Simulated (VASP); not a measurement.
A run of VASP 6.6.1:

The input INCAR:

```
PREC = Accurate ; ENCUT = 520
EDIFF = 1E-7 ; ISMEAR = 0
SIGMA = 0.01 ; LREAL = False
LASPH = True ; NELM = 60
ALGO = Normal ; ISIF = 2
LWAVE = False ; LCHARG = False
GGA = PE ; NBANDS = 16
```

Contents of KPOINTS:

```
regular mesh
0
Gamma
  9 9 6
```

The input POSCAR:

```
C
1.0
    2.5115321431      0.0000000000      0.0000000000
   -1.2557660716      2.1750506383      0.0000000000
    0.0000000000      0.0000000000      4.1804261420
C
4
Direct
    0.3333333333      0.6666666667      0.0002342823
    0.6666666667      0.3333333333      0.5002342823
    0.3333333333      0.6666666667      0.3747657177
    0.6666666667      0.3333333333      0.8747657177
```

Potentials or basis: VASP PAW PBE potentials, release 64 (C).

Command:

```console
$ cat potpaw_PBE.64/C/POTCAR > POTCAR
$ mpirun -np 1 vasp_std > vasp.out
```

Hardware: 1 thread of AMD EPYC 9R14 (Zen 4), on a shared host.

Q: How long does it take, and how much memory?

A: Run time: 7.9 s on 1 thread of AMD EPYC 9R14 (Zen 4), with other jobs on the host, peak memory 0.1 GiB. Counts: scf iterations 11, k points 48.
